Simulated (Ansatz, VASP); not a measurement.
# Two plane-wave programs on SiC

```xyz
12
Lattice="4.3480 0.0000 0.0000 0.0000 2.1740 -2.1740 0.0000 9.7040 9.7040" Properties=species:S:1:pos:R:3 pbc="T T T"
Si    0.0000    5.9784    5.9784
Si    2.1740    1.6304   -0.5436
Si    0.0000    1.6304    1.6304
Si    2.1740    3.8044    1.6304
Si    0.0000    3.8044    3.8044
Si    2.1740    5.9784    3.8044
C     3.2610    2.7174    2.7174
C     1.0870    4.8914    2.7174
C     3.2610    4.8914    4.8914
C     1.0870    7.0654    4.8914
C     3.2610    0.5434    0.5434
C     1.0870    2.7174    0.5434
```

Alike in both runs: task single point; functional PBE; k mesh 6 × 9 × 3; occupations gaussian, width 0.05 eV; no spin polarisation.

```csv
,VASP,Ansatz
version,VASP 6.6.1,Ansatz 0.2.0
potentials or method,"VASP PAW PBE potentials, release 64 (Si, C), cutoff 520 eV","scalar-relativistic, plane waves, PAW"
valence electrons in the cell,48,48
```

Ansatz gave:

```
gap on the k mesh at the Fermi level (eV)                     : 0.37
least direct gap on the mesh (eV)                             : 0.50
pressure (GPa)                                                : -1.2
traceless stress, the component that is largest in VASP (GPa) : -1.84
rms of the force components (eV/Å)                            : 0.958
```

Task: Which values does VASP return?

Result: gap on the k mesh at the Fermi level (eV): 0.36; least direct gap on the mesh (eV): 0.49; pressure (GPa): -1.2; traceless stress, the component that is largest in VASP (GPa): -1.84; rms of the force components (eV/Å): 0.955.

Atom by atom the forces differ by 0.004 eV/Å (rms over components). The functional is the same, so the differences come from potentials, cutoffs and numerics.
